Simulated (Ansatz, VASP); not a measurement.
# F in VASP and in Ansatz

```
F
1.0
     3.33627   -1.79841   -0.25732
     3.33627    1.79841   -0.25732
    -2.54425    0.00000    7.21691
F
4
Direct
  0.08485 0.08485 0.09400
  0.91515 0.91515 0.90600
  0.50157 0.50157 0.59372
  0.49843 0.49843 0.40628
```

Change from the starting cell: volume 21.062 Å^3 an atom, stretch along a over the lengths across it, relative to the relaxed cell 1.0662.

Alike in both runs: task single point; functional PBEsol; k mesh 4 × 4 × 2; occupations gaussian, width 0.05 eV; no spin polarisation.

```csv
,VASP,Ansatz
version,VASP 6.6.1,Ansatz 0.2.0
potentials or method,"VASP PAW PBE potentials, release 64 (F), cutoff 520 eV","scalar-relativistic, plane waves, PAW"
valence electrons in the cell,28,28
```

|  | VASP | Ansatz | Ansatz less VASP |
| --- | --- | --- | --- |
| gap on the k mesh at the Fermi level (eV) | 2.80 | 2.87 | +0.073 |
| least direct gap on the mesh (eV) | 2.87 | 2.94 | +0.073 |
| pressure (GPa) | -1.5 | -1.7 | -0.25 |
| traceless stress, the component that is largest in VASP (GPa) | -1.46 | -2.56 | -1.095 |
| rms of the force components (eV/Å) | 0.302 | 0.521 | +0.2187 |

VASP's potentials were made for PBE, not for PBEsol. Atom by atom the forces differ by 0.219 eV/Å (rms over components). With one functional, cell and mesh, what is left measures potentials, basis and numerics.

The k mesh is coarse, so the values compare programs but aren't converged.
